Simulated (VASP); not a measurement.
Here is a VASP 6.6.1 calculation.

Contents of INCAR:

```
SYSTEM = Al3Ru2
PREC = Accurate ; ENCUT = 520
EDIFF = 1E-6 ; ISMEAR = 0
SIGMA = 0.1 ; LREAL = .FALSE.
LASPH = .TRUE. ; NELM = 80
ALGO = Fast ; ISIF = 2
LWAVE = .FALSE. ; LCHARG = .TRUE.
LELF = .TRUE. ; LVHAR = .TRUE.
NBANDS = 26
```

KPOINTS

```
regular mesh
0
G
  16 16 16
  0 0 0
```

Contents of POSCAR:

```
Al3Ru2
1.0
   -1.5507814596      1.5507814596      7.1797883404
    1.5507814596     -1.5507814596      7.1797883404
    1.5507814596      1.5507814596     -7.1797883404
Al Ru
3 2
Direct
    0.0000000000      0.0000000000      0.0000000000
    0.8061064483      0.8061064483      0.0000000000
    0.1938935517      0.1938935517      0.0000000000
    0.6059854242      0.6059854242      0.0000000000
    0.3940145758      0.3940145758      0.0000000000
```

Potentials or basis: VASP PAW LDA potentials, release 64 (Al, Ru_pv).

The run is started by

```sh
$ cat potpaw_LDA.64/Al/POTCAR potpaw_LDA.64/Ru_pv/POTCAR > POTCAR
$ mpirun -np 1 vasp_std > vasp.out
```

(1) Estimate the pressure.

(2) Predict the band gap on the k mesh.

(3) What does it give for the largest force?

Results:

(1) -8.6 GPa.

(2) zero (an odd number of electrons rules out a gap without spin polarisation).

(3) 0.199 eV/Å.

Caveat: the cell stands under tension.
